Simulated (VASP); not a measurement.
# KPt (P-6m2) in VASP: further runs, part 2 of 2

VASP 6.6.1. The steps go on from the part before.

## Step 3: Single point, PBE

This run uses another cell than the first one, of 20.43 Å³/atom, 1.032 times its volume.

The input, INCAR:

```
SYSTEM = KPt
PREC = Accurate
ENCUT = 520
EDIFF = 1E-6
ISMEAR = -1
SIGMA = 0.1
LREAL = .FALSE.
LASPH = .TRUE.
NELM = 100
ALGO = Normal
ISIF = 2
LWAVE = .FALSE.
LCHARG = .FALSE.
GGA = PE
NBANDS = 16
```

The input, KPOINTS:

```
Automatic mesh
0
G
  11 11 6
  0 0 0
```

The input, POSCAR:

```
KPt
1.0
    2.9807064804      0.0000000000      0.0000000000
   -1.4903537368      2.5813677966      0.0000000000
    0.0000000000      0.0000000000      5.3097005566
K Pt
1 1
Direct
    0.3333333333      0.6666666667      0.5000000000
    0.0000000000      0.0000000000      0.0000000000
```

Potentials or basis: VASP PAW PBE potentials, release 64 (K_sv, Pt).

The run is started by

```console
$ cat potpaw_PBE.64/K_sv/POTCAR potpaw_PBE.64/Pt/POTCAR > POTCAR
$ mpirun -np 1 vasp_std > vasp.out
```

OUTCAR:

```text
SYSTEM = KPt
   PREC = Accurate
   ENCUT = 520
   EDIFF = 1E-6
   ISMEAR = -1
   LREAL = .FALSE.
   LASPH = .TRUE.
   NELM = 100
   ISIF = 2
   GGA = PE

 ion  position               nearest neighbor table
   1  0.333  0.667  0.500-   2 3.16   2 3.16   2 3.16   2 3.16   2 3.16   2 3.16
   2  0.000  0.000  0.000-   1 3.16   1 3.16   1 3.16   1 3.16   1 3.16   1 3.16

  LATTYP: Found a hexagonal cell.
 ALAT       =     2.9807064804
 C/A-ratio  =     1.7813563971

  Lattice vectors:

 A1 = (   2.9807064804,   0.0000000000,   0.0000000000)
 A2 = (  -1.4903537368,   2.5813677966,   0.0000000000)
 A3 = (   0.0000000000,   0.0000000000,   5.3097005566)

Analysis of symmetry for initial positions (statically):
=====================================================================
 Subroutine PRICEL returns:
 Original cell was already a primitive cell.

 Routine SETGRP: Setting up the symmetry group for a
 hexagonal supercell.

 Subroutine GETGRP returns: Found 12 space group operations
 (whereof 12 operations were pure point group operations)
 out of a pool of 24 trial point group operations.

The static configuration has the point symmetry D_3h.

Analysis of symmetry for dynamics (positions and initial velocities):
=====================================================================
 Subroutine PRICEL returns:
 Original cell was already a primitive cell.

 Routine SETGRP: Setting up the symmetry group for a
 hexagonal supercell.

 Subroutine GETGRP returns: Found 12 space group operations
 (whereof 12 operations were pure point group operations)
 out of a pool of 24 trial point group operations.

The dynamic configuration has the point symmetry D_3h.

 Subroutine INISYM returns: Found 12 space group operations
 (whereof 12 operations are pure point group operations),
 and found     1 'primitive' translations

----------------------------------------------------------------------------------------

[... 110 lines left out ...]
   IMIX   =      4    mixing-type and parameters
     AMIX     =   0.40;   BMIX     =  1.00
     AMIX_MAG =   1.60;   BMIX_MAG =  1.00
  volume/ion in A,a.u.               =      20.43       137.85
  Fermi-wavevector in a.u.,A,eV,Ry     =   1.268371  2.396874 21.888578  1.608765
  Thomas-Fermi vector in A             =   2.401469
   LORBIT       =      0    0 simple, 1 ext, 2 COOP (PROOUT), +10 PAW based schemes
   GGA     = PE    functional components
   LHFCALC =     F    Hartree Fock is set to
   AEXX    =    0.0000 exact exchange contribution
   IVDW    =     0    specifies the selected vdW correction
   LEPSILON=     F    determine dielectric tensor
   LRPA    =     F    only Hartree local field effects (RPA)
 non-spin polarized calculation
  energy-cutoff  :      520.00
  volume of cell :       40.85
 maximum number of plane-waves:      1124
 NGX is ok and might be reduce to    24
   NGX = 11   NGY = 11   NGZ = 19

 number of electron      19.0000000 magnetization

 Free energy of the ion-electron system (eV)
  ---------------------------------------------------
  ext. energy  EPLUGINS =         0.00000000
  ---------------------------------------------------
  free energy    TOTEN  =        -6.60663622 eV

  energy without entropy =       -6.58902042  energy(sigma->0) =       -6.59782832

 E-fermi :   5.6933     XC(G=0): -10.7177

 val. band max:        5.6566359293   @ k =   0.0909  -0.0000   0.3333
 cond. band min:       5.7346765039   @ k =   0.4545  -0.0000   0.5000
 fundamental gap:      0.0780405745
 Fermi energy:         5.6932838641

 k-point     1 :       0.0000    0.0000    0.0000
  band No.  band energies     occupation
      1     -26.7040      2.00000
      2      -9.9613      2.00000
      3      -9.0089      2.00000
      4      -9.0089      2.00000
      5      -0.8401      2.00000
      6       2.3123      2.00000
[... 433 lines left out ...]
      3      -9.7435      2.00000
      4      -9.3021      2.00000
      5       0.8887      2.00000
      6       2.7388      2.00000
[... 8 lines left out ...]
     15      13.5807      0.00000
     16      14.1624      0.00000

 [... further k-points ...]

------------------------ aborting loop because EDIFF is reached ----------------------------------------

  FORCE on cell =-STRESS in cart. coord.  units (eV):
  Direction    XX          YY          ZZ          XY          YZ          ZX
  --------------------------------------------------------------------------------------
  -------------------------------------------------------------------------------------
  Total        0.3811011      0.3811011      0.6052217     -0.0000001      0.0000000      0.0000000
  in kB       14.9455399     14.9455429     23.7348205     -0.0000029      0.0000000      0.0000000
  external PRESSURE =      17.8753011 kB  Pullay stress =       0.0000000 kB

 VOLUME and BASIS-vectors are now :
 -----------------------------------------------------------------------------
  energy-cutoff  :      520.00
  volume of cell :       40.85
      direct lattice vectors                 reciprocal lattice vectors
     2.980706480  0.000000000  0.000000000     0.335490934  0.193695826  0.000000000
    -1.490353737  2.581367797  0.000000000     0.000000000  0.387391522  0.000000000
     0.000000000  0.000000000  5.309700557     0.000000000  0.000000000  0.188334538

 POSITION                                       TOTAL-FORCE (eV/Angst)
 -----------------------------------------------------------------------------------
     -0.00000      1.72091      2.65485        -0.000000      0.000000      0.000000
      0.00000      0.00000      0.00000         0.000000      0.000000      0.000000
 -----------------------------------------------------------------------------------
    total drift:                                0.000000     -0.000000     -0.000000

  FREE ENERGIE OF THE ION-ELECTRON SYSTEM (eV)
  ---------------------------------------------------
  free  energy   TOTEN  =        -6.6066362185 eV

  energy  without entropy=       -6.5890204233  energy(sigma->0) =       -6.59782832
```

OSZICAR:

```text
N       E                     dE             d eps       ncg     rms          rms(c)
DAV:   1     0.115375457655E+03    0.11538E+03   -0.90669E+03  2088   0.108E+03
DAV:   2    -0.230279661971E+01   -0.11768E+03   -0.11100E+03  2576   0.288E+02
DAV:   3    -0.693373452154E+01   -0.46309E+01   -0.45970E+01  3480   0.457E+01
DAV:   4    -0.697796488258E+01   -0.44230E-01   -0.44214E-01  2448   0.385E+00
DAV:   5    -0.697919446170E+01   -0.12296E-02   -0.12296E-02  3088   0.460E-01    0.928E+00
DAV:   6    -0.669803213609E+01    0.28116E+00   -0.89509E-01  2120   0.577E+00    0.462E+00
DAV:   7    -0.662220497071E+01    0.75827E-01   -0.11891E-01  2488   0.228E+00    0.340E+00
DAV:   8    -0.660771913707E+01    0.14486E-01   -0.79711E-02  2680   0.193E+00    0.666E-01
DAV:   9    -0.660662769666E+01    0.10914E-02   -0.55165E-03  2424   0.677E-01    0.139E-01
DAV:  10    -0.660661818405E+01    0.95126E-05   -0.41006E-04  2688   0.146E-01    0.476E-02
DAV:  11    -0.660663541940E+01   -0.17235E-04   -0.47811E-05  2736   0.597E-02    0.765E-03
DAV:  12    -0.660663621853E+01   -0.79913E-06   -0.20439E-06  2504   0.110E-02
   1 F= -.66066362E+01 E0= -.65978283E+01  d E =-.176158E-01
```

stdout:

```text
POSCAR found type information on POSCAR K Pt
 POSCAR found :  2 types and       2 ions
 scaLAPACK will be used
 LDA part: xc-table for (Slater+PW92), standard interpolation
 POSCAR, INCAR and KPOINTS ok, starting setup
 FFT: planning ... GRIDC
 FFT: planning ... GRID_SOFT
 FFT: planning ... GRID
 WAVECAR not read
 entering main loop
```

Wall time 17 s (1 thread of Intel Xeon Platinum 8488C (Sapphire Rapids), shared host); peak memory 0.18 GiB.

Results:

* Free energy: -6.6066 eV
* Pressure: 1.8 GPa

Levels at points of the mesh, in eV from the Fermi level:
| k point | band 7 | band 8 | band 9 | band 10 | band 11 | band 12 | band 13 | band 14 |
| --- | --- | --- | --- | --- | --- | --- | --- | --- |
| (0.00, 0.00, 0.00) | -2.39 | -2.39 | -1.00 | -1.00 | 1.67 | 1.97 | 5.66 | 5.66 |
| (0.00, 0.00, 0.50) | -2.40 | -2.40 | -1.38 | -1.01 | -1.01 | 2.86 | 5.81 | 5.81 |

Caveat: spin-orbit coupling is left out, which moves the levels of the heavy elements.

## Step 4: Single point, PBE

This run uses another cell than the first one, of 21.05 Å³/atom, 1.063 times its volume.

The input, INCAR:

```
SYSTEM = KPt
PREC = Accurate
ENCUT = 520
EDIFF = 1E-6
ISMEAR = -1
SIGMA = 0.1
LREAL = .FALSE.
LASPH = .TRUE.
NELM = 80
ALGO = Normal
ISIF = 2
LWAVE = .FALSE.
LCHARG = .TRUE.
GGA = PE
LELF = .TRUE.
LVHAR = .TRUE.
NBANDS = 16
```

KPOINTS is that of step 3.

The input, POSCAR:

```
KPt
1.0
    3.0108166646      0.0000000000      0.0000000000
   -1.5054088340      2.6074439837      0.0000000000
    0.0000000000      0.0000000000      5.3633375258
K Pt
1 1
Direct
    0.3333333333      0.6666666667      0.5000000000
    0.0000000000      0.0000000000      0.0000000000
```

Potentials or basis: VASP PAW PBE potentials, release 64 (K_sv, Pt).

The run is started by

```console
$ cat potpaw_PBE.64/K_sv/POTCAR potpaw_PBE.64/Pt/POTCAR > POTCAR
$ mpirun -np 1 vasp_std > vasp.out
```

OUTCAR:

```text
SYSTEM = KPt
   PREC = Accurate
   ENCUT = 520
   EDIFF = 1E-6
   ISMEAR = -1
   LREAL = .FALSE.
   LASPH = .TRUE.
   NELM = 80
   ISIF = 2
   GGA = PE

 ion  position               nearest neighbor table
   1  0.333  0.667  0.500-   2 3.20   2 3.20   2 3.20   2 3.20   2 3.20   2 3.20
   2  0.000  0.000  0.000-   1 3.20   1 3.20   1 3.20   1 3.20   1 3.20   1 3.20

  LATTYP: Found a hexagonal cell.
 ALAT       =     3.0108166646
 C/A-ratio  =     1.7813563970

  Lattice vectors:

 A1 = (   3.0108166646,   0.0000000000,   0.0000000000)
 A2 = (  -1.5054088340,   2.6074439837,   0.0000000000)
 A3 = (   0.0000000000,   0.0000000000,   5.3633375258)

Analysis of symmetry for initial positions (statically):
=====================================================================
 Subroutine PRICEL returns:
 Original cell was already a primitive cell.

 Routine SETGRP: Setting up the symmetry group for a
 hexagonal supercell.

 Subroutine GETGRP returns: Found 12 space group operations
[... 158 lines left out ...]
  ---------------------------------------------------
  ext. energy  EPLUGINS =         0.00000000
  ---------------------------------------------------
  free energy    TOTEN  =        -6.61358891 eV

  energy without entropy =       -6.59598383  energy(sigma->0) =       -6.60478637

 E-fermi :   5.3963     XC(G=0): -10.5622

 val. band max:        5.3286114529   @ k =   0.0909   0.0000   0.3333
 cond. band min:       5.4247501318   @ k =   0.4545   0.0000   0.5000
 fundamental gap:      0.0961386789
 Fermi energy:         5.3962674141

 k-point     1 :       0.0000    0.0000    0.0000
  band No.  band energies     occupation
      1     -26.9317      2.00000
      2     -10.1887      2.00000
      3      -9.3318      2.00000
      4      -9.3318      2.00000
      5      -0.9429      2.00000
      6       2.1329      2.00000
[... 433 lines left out ...]
      3      -9.9855      2.00000
      4      -9.6051      2.00000
      5       0.7429      2.00000
      6       2.5674      2.00000
[... 8 lines left out ...]
     15      13.2124      0.00000
     16      13.7778      0.00000

 [... further k-points ...]
[... 5 lines left out ...]
  --------------------------------------------------------------------------------------
  -------------------------------------------------------------------------------------
  Total       -0.0625057     -0.0625058      0.0424544      0.0000000     -0.0000000      0.0000000
  in kB       -2.3784612     -2.3784616      1.6154681      0.0000005     -0.0000000      0.0000000
  external PRESSURE =      -1.0471516 kB  Pullay stress =       0.0000000 kB

 VOLUME and BASIS-vectors are now :
 -----------------------------------------------------------------------------
  energy-cutoff  :      520.00
  volume of cell :       42.11
      direct lattice vectors                 reciprocal lattice vectors
     3.010816665  0.000000000  0.000000000     0.332135799  0.191758738  0.000000000
    -1.505408834  2.607443984  0.000000000     0.000000000  0.383517347  0.000000000
     0.000000000  0.000000000  5.363337526     0.000000000  0.000000000  0.186451066

 POSITION                                       TOTAL-FORCE (eV/Angst)
 -----------------------------------------------------------------------------------
     -0.00000      1.73830      2.68167        -0.000000      0.000000      0.000000
      0.00000      0.00000      0.00000         0.000000     -0.000000      0.000000
 -----------------------------------------------------------------------------------
    total drift:                                0.000000     -0.000000     -0.000000

  FREE ENERGIE OF THE ION-ELECTRON SYSTEM (eV)
  ---------------------------------------------------
  free  energy   TOTEN  =        -6.6135889079 eV

  energy  without entropy=       -6.5959838278  energy(sigma->0) =       -6.60478637
```

stdout:

```text
POSCAR found type information on POSCAR K Pt
 POSCAR found :  2 types and       2 ions
 scaLAPACK will be used
 LDA part: xc-table for (Slater+PW92), standard interpolation
 POSCAR, INCAR and KPOINTS ok, starting setup
 FFT: planning ... GRIDC
 FFT: planning ... GRID_SOFT
 FFT: planning ... GRID
 WAVECAR not read
 entering main loop
```

Run time: 18 s. Hardware: 1 thread of Intel Xeon Platinum 8488C (Sapphire Rapids), shared host; peak memory 0.19 GiB.

Results:

```
Free energy : -6.6136 eV
Pressure    : -0.1 GPa
```

Stress tensor (GPa, compression positive):
```
-0.24  0.00  0.00
 0.00 -0.24  0.00
 0.00  0.00  0.16
```

Levels at points of the mesh, in eV from the Fermi level:
| k point | band 7 | band 8 | band 9 | band 10 | band 11 | band 12 | band 13 | band 14 |
| --- | --- | --- | --- | --- | --- | --- | --- | --- |
| (0.00, 0.00, 0.00) | -2.28 | -2.28 | -0.97 | -0.97 | 1.64 | 1.94 | 5.67 | 5.67 |
| (0.00, 0.00, 0.50) | -2.29 | -2.29 | -1.38 | -0.97 | -0.97 | 2.91 | 5.81 | 5.81 |

Caveat: spin-orbit coupling is left out, which moves the levels of the heavy elements.

## Step 5: Single point, PBE

This run uses another cell than the first one, of 21.68 Å³/atom, 1.095 times its volume.

The input, INCAR:

```
ALGO     = Normal         # electronic algorithm
EDIFF    = 1E-6           # SCF threshold, eV
ENCUT    = 520            # plane-wave cutoff, eV
GGA      = PE             # functional
ISIF     = 2              # what is computed and relaxed
ISMEAR   = -1             # smearing method
LASPH    = T              # aspherical terms in the spheres
LCHARG   = F              # write CHGCAR
LREAL    = F              # projectors in reciprocal space
LWAVE    = F              # write WAVECAR
NBANDS   = 16             # bands
NELM     = 60             # most SCF steps
PREC     = Accurate       # precision mode
SIGMA    = 0.1            # smearing width, eV
```

The input, KPOINTS:

```
k-points
0
Gamma
  11 11 6
```

The input, POSCAR:

```
KPt
1.0
    3.0403363575      0.0000000000      0.0000000000
   -1.5201686853      2.6330087902      0.0000000000
    0.0000000000      0.0000000000      5.4159226196
K Pt
1 1
Direct
    0.3333333333      0.6666666667      0.5000000000
    0.0000000000      0.0000000000      0.0000000000
```

The run is started by

```console
$ cat potpaw_PBE.64/K_sv/POTCAR potpaw_PBE.64/Pt/POTCAR > POTCAR
$ mpirun -np 1 vasp_std > vasp.out
```

Wall time 18 s (1 thread of Intel Xeon Platinum 8488C (Sapphire Rapids), shared host); peak memory 0.19 GiB.

The run converged. Its results:

| Quantity | Value |
| --- | --- |
| Free energy | -6.6070 eV |
| Pressure | -1.7 GPa |

Levels at points of the mesh, in eV from the Fermi level:
| k point | band 8 | band 9 | band 10 | band 11 | band 12 | band 13 |
| --- | --- | --- | --- | --- | --- | --- |
| (0.00, 0.00, 0.00) | -2.18 | -0.93 | -0.93 | 1.61 | 1.91 | 5.67 |
| (0.00, 0.00, 0.50) | -2.19 | -1.37 | -0.93 | -0.93 | 2.96 | 5.80 |

Caveat: spin-orbit coupling is left out, which moves the levels of the heavy elements.

## Step 6: Single point, PBE

This run uses another cell than the first one, of 22.30 Å³/atom, 1.126 times its volume.

The input, INCAR:

```
SYSTEM = KPt
PREC = Accurate ; ENCUT = 520
EDIFF = 1E-7 ; ISMEAR = -1
SIGMA = 0.1 ; LREAL = .FALSE.
LASPH = .TRUE. ; NELM = 100
ALGO = Normal ; ISIF = 2
LWAVE = .FALSE. ; LCHARG = .FALSE.
GGA = PE ; NBANDS = 16
```

The input, KPOINTS:

```
regular mesh
0
G
  11 11 6
  0 0 0
```

The input, POSCAR:

```
KPt
1.0
    3.0692936846      0.0000000000      0.0000000000
   -1.5346473537      2.6580865737      0.0000000000
    0.0000000000      0.0000000000      5.4675059395
K Pt
1 1
Direct
    0.3333333333      0.6666666667      0.5000000000
    0.0000000000      0.0000000000      0.0000000000
```

Potentials or basis: VASP PAW PBE potentials, release 64 (K_sv, Pt).

The run is started by

```console
$ cat potpaw_PBE.64/K_sv/POTCAR potpaw_PBE.64/Pt/POTCAR > POTCAR
$ mpirun -np 1 vasp_std > vasp.out
```

Run time: 21 s. Hardware: 1 thread of Intel Xeon Platinum 8488C (Sapphire Rapids), shared host; peak memory 0.19 GiB.

Results (log left out):

| Property | Result |
| --- | --- |
| Free energy | -6.5891 eV |
| Pressure | -3.0 GPa |

Stress tensor (GPa, compression positive):
```
-2.82  0.00  0.00
 0.00 -2.82  0.00
 0.00  0.00 -3.32
```

Levels at points of the mesh, in eV from the Fermi level:
```
           k point  band 8  band 9  band 10  band 11  band 12  band 13
(0.00, 0.00, 0.00)   -2.08   -0.89    -0.89     1.58     1.88     5.68
(0.00, 0.00, 0.50)   -2.09   -1.36    -0.89    -0.89     3.00     5.80
```

Caveat: spin-orbit coupling is left out, which moves the levels of the heavy elements.

## Step 7: Overview

```csv
cell,gap on the mesh (eV),pressure (GPa)
"a = 2.950, b = 2.950, c = 5.255 Å, angles 90.0, 90.0, 120.0°, 2 atoms",none,4.1
"a = 2.981, b = 2.981, c = 5.310 Å, angles 90.0, 90.0, 120.0°, 2 atoms",none,1.8
"a = 3.011, b = 3.011, c = 5.363 Å, angles 90.0, 90.0, 120.0°, 2 atoms",none,-0.1
"a = 3.040, b = 3.040, c = 5.416 Å, angles 90.0, 90.0, 120.0°, 2 atoms",none,-1.7
"a = 3.069, b = 3.069, c = 5.468 Å, angles 90.0, 90.0, 120.0°, 2 atoms",none,-3.0
```

Alike in all rows: task single point; level PBE; potentials or basis VASP PAW PBE potentials, release 64 (K_sv, Pt); no spin polarisation; k mesh 11 × 11 × 6; cutoff (eV) 520; smearing fermi-dirac 0.1 eV.

Caveats: spin-orbit coupling is left out, which moves the levels of the heavy elements.

Total energies depend on the potentials used, so only differences within one code and one set of settings carry meaning.
